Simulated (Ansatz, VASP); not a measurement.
**ZnPtC6N6 in VASP and in Ansatz**

```xyz
14
Lattice="0.0000 5.2552 5.2552 5.2552 0.0000 5.2552 5.2552 5.2552 0.0000" Properties=species:S:1:pos:R:3 pbc="T T T"
Zn    5.2552    5.2552    5.2552
Pt    0.0000    0.0000    0.0000
C     5.2552    5.2552    2.0001
C     5.2552    5.2552    8.5103
C     2.0001    5.2552    5.2552
C     8.5103    5.2552    5.2552
C     5.2552    2.0001    5.2552
C     5.2552    8.5103    5.2552
N     5.2552    5.2552    3.1558
N     5.2552    5.2552    7.3546
N     3.1558    5.2552    5.2552
N     7.3546    5.2552    5.2552
N     5.2552    3.1558    5.2552
N     5.2552    7.3546    5.2552
```

Alike in both runs: functional PBE; k mesh 6 × 6 × 6; occupations fermi-dirac, width 0.05 eV; no spin polarisation.

Ansatz relaxed the structure, and its values are those at the end. VASP's run is a single point on that final structure, the one shown.

```csv
,VASP,Ansatz
version,VASP 6.6.1,Ansatz 0.2.0
potentials or method,"VASP PAW PBE potentials, release 64 (Zn, Pt, C, N)","plane-wave PAW, scalar-relativistic"
plane-wave cutoff (eV),520,420
valence electrons in the cell,76,84
```

Ansatz gave:

```
gap on the k mesh at the Fermi level (eV) : 5.04
pressure (GPa)                            : 2.4
rms of the force components (eV/Å)        : 0.001
```

**Question.** Which values does VASP return?

**Answer.** gap on the k mesh at the Fermi level (eV): 4.98; pressure (GPa): 2.8; rms of the force components (eV/Å): 0.251.

One of these differences is far larger than is usual between the two programs; its cause wasn't traced. VASP's potentials hold 76 valence electrons a cell and Ansatz's 84, so a difference there can come from the potentials and not from the codes. Ansatz's warnings: stress scf threshold loose.

Spin-orbit coupling is off throughout. Noted on VASP's run: the standard files for N, O and F lose accuracy on very short bonds.
